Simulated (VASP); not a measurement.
Runs of VASP 6.6.1 on ZnS. The structure is that of space group P6_3mc (No. 186), or close to it. The cells are those of the table. 

| task | cell | gap on the mesh (eV) | pressure (GPa) | largest force (eV/Å) |
| --- | --- | --- | --- | --- |
| relaxation of shape and atoms at fixed volume | relaxed from a = 3.756, b = 3.756, c = 6.168 Å, angles 90.0, 90.0, 120.0°, 4 atoms | 2.25 | 1.8 | 0.01 |
| relaxation of cell and atoms | relaxed from a = 3.824, b = 3.824, c = 6.255 Å, angles 90.0, 90.0, 120.0°, 4 atoms | 2.15 | 0.0 | - |
| relaxation of shape and atoms at fixed volume | relaxed from a = 3.731, b = 3.731, c = 6.126 Å, angles 90.0, 90.0, 120.0°, 4 atoms | 2.35 | 3.7 | 0.01 |
| relaxation of shape and atoms at fixed volume | relaxed from a = 3.831, b = 3.831, c = 6.291 Å, angles 90.0, 90.0, 120.0°, 4 atoms | (b) | -2.7 | 0.01 |
| relaxation of shape and atoms at fixed volume | relaxed from a = 3.807, b = 3.807, c = 6.251 Å, angles 90.0, 90.0, 120.0°, 4 atoms | (a) | -1.3 | - |

Alike in all rows: level PBEsol; potentials or basis VASP PAW PBE potentials, release 64 (Zn, S); no spin polarisation; k mesh 10 × 10 × 6; cutoff (eV) 600; smearing gaussian 0.05 eV.

Task: Fill in the values left out.

Result: (a) 2.07; (b) 1.98.

Caveats: the PAW data sets were made with another functional, which shifts forces and pressure a little; the relaxation stopped at its first step, so nothing moved (some runs).

